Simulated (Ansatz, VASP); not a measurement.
## Rh3N in VASP and in Ansatz

```
Rh N
1.0
     3.71966    0.00000    0.00000
     0.00000    3.71966    0.00000
     0.00000    0.00000    3.71966
Rh N
3 1
Cartesian
  0.0000 1.8598 1.8598
  1.8598 0.0000 1.8598
  1.8598 1.8598 0.0000
  0.0000 0.0000 0.0000
```

Alike in both runs: functional PBE; k mesh 12 × 12 × 12; occupations gaussian, width 0.1 eV; no spin polarisation.

Ansatz relaxed the structure, and its values are those at the end. VASP's run is a single point on that final structure, the one shown.

```csv
,VASP,Ansatz
version,VASP 6.6.1,Ansatz 0.2.0
potentials or method,"VASP PAW PBE potentials, release 64 (Rh_pv, N), cutoff 520 eV","scalar-relativistic, plane waves, PAW"
valence electrons in the cell,50,56
```

|  | VASP | Ansatz | Ansatz less VASP |
| --- | --- | --- | --- |
| gap on the k mesh at the Fermi level (eV) | none | none | - |
| pressure (GPa) | 0.0 | 0.0 | -0.04 |

A gap of «none» marks a metal or a gap that the smearing closes. VASP's potentials hold 50 valence electrons a cell and Ansatz's 56, so a difference there can come from the potentials and not from the codes.
